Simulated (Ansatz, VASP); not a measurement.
**Two plane-wave programs on ZnIrC4N4**

The input INCAR:

```
SYSTEM = ZnIrC4N4
  PREC = Accurate
  ENCUT = 600
  EDIFF = 1E-7
  ISMEAR = 0
  SIGMA = 0.02
  LREAL = .False.
  LASPH = .True.
  NELM = 200
  ALGO = Normal
  ISIF = 3
  LWAVE = .False.
  LCHARG = .False.
  ISPIN = 2
  MAGMOM = 0 0.91 0 0 0 0 0 0 0 0
  LORBIT = 11
  LMAXMIX = 4
  GGA = PE
  IBRION = 2
  NSW = 100
  EDIFFG = -0.01
  GGA_COMPAT = .False.
  NELMIN = 4
  KPAR = 4
```

KPOINTS

```
Automatic mesh
0
Gamma
  6 6 6
  0 0 0
```

POSCAR

```
ZnIrC4N4
1.0
    5.8983853350      0.0000000000      0.0000000000
    0.0000000000      5.8983853350      0.0000000000
    0.0000000000      0.0000000000      5.8983853350
Zn Ir C N
1 1 4 4
Direct
    0.5000000000      0.5000000000      0.5000000000
    0.0000000000      0.0000000000      0.0000000000
    0.1930454512      0.1930454512      0.1930454512
    0.1930454512      0.8069545488      0.8069545488
    0.8069545488      0.1930454512      0.8069545488
    0.8069545488      0.8069545488      0.1930454512
    0.3078729203      0.3078729203      0.3078729203
    0.3078729203      0.6921270797      0.6921270797
    0.6921270797      0.3078729203      0.6921270797
    0.6921270797      0.6921270797      0.3078729203
```

Input for Ansatz:

```yaml
crystal:
  lattice:
    - [5.898385335, 0.0, 0.0]
    - [0.0, 5.898385335, 0.0]
    - [0.0, 0.0, 5.898385335]
  atoms:
    - { symbol: Zn, position: [0.5, 0.5, 0.5] }
    - { symbol: Ir, position: [0.0, 0.0, 0.0], spin: 0.91 }
    - { symbol: C, position: [0.1930454512, 0.1930454512, 0.1930454512] }
    - { symbol: C, position: [0.1930454512, 0.8069545488, 0.8069545488] }
    - { symbol: C, position: [0.8069545488, 0.1930454512, 0.8069545488] }
    - { symbol: C, position: [0.8069545488, 0.8069545488, 0.1930454512] }
    - { symbol: "N", position: [0.3078729203, 0.3078729203, 0.3078729203] }
    - { symbol: "N", position: [0.3078729203, 0.6921270797, 0.6921270797] }
    - { symbol: "N", position: [0.6921270797, 0.3078729203, 0.6921270797] }
    - { symbol: "N", position: [0.6921270797, 0.6921270797, 0.3078729203] }
basis:
  ecutwfc: 420
kpoints:
  mp_grid: { grid: [6, 6, 6] }
hamiltonian:
  xc: pbe
scf:
  occupations: { method: gaussian, width: 0.02 }
output:
  forces: true
  stress: true
  eigenvalues: true
  populations: true
magnetization:
  spin_polarized: true
relax:
  adjacent_minimum: "off"
  f_tol: 0.01
  max_steps: 80
  cell: { stress_tol: 0.05 }
```

Alike in both runs: task relaxation of cell and atoms; functional PBE; k mesh 6 × 6 × 6; occupations gaussian, width 0.02 eV; collinear spin.

|  | VASP | Ansatz |
| --- | --- | --- |
| version | VASP 6.6.1 | Ansatz 0.2.0 |
| potentials or method | VASP PAW PBE potentials, release 64 (Zn, Ir, C, N), cutoff 600 eV | scalar-relativistic, plane waves, PAW |
| valence electrons in the cell | 57 | 65 |

Ansatz gave:

| Property | Result |
| --- | --- |
| gap on the k mesh at the Fermi level, each at its own relaxed structure (eV) | 0.46 |
| net moment per atom (μB) | 0.30 |
| size of the moment on the site where the two differ most (μB) | 0.82 |
| relaxed volume (Å³/atom) | 20.52 |
| relaxed cell length with the largest relative difference (Å) | 5.898 |

Q: What did VASP give for the same quantities?

A: gap on the k mesh at the Fermi level, each at its own relaxed structure (eV): 0.46; net moment per atom (μB): 0.30; size of the moment on the site where the two differ most (μB): 1.48; relaxed volume (Å³/atom): 20.60; relaxed cell length with the largest relative difference (Å): 5.906.

Site moments also hang on the region over which each program counts them. VASP's potentials hold 57 valence electrons a cell and Ansatz's 65, so a difference there can come from the potentials and not from the codes.

Spin-orbit coupling is off throughout. Noted on VASP's run: the standard files for N, O and F lose accuracy on very short bonds.
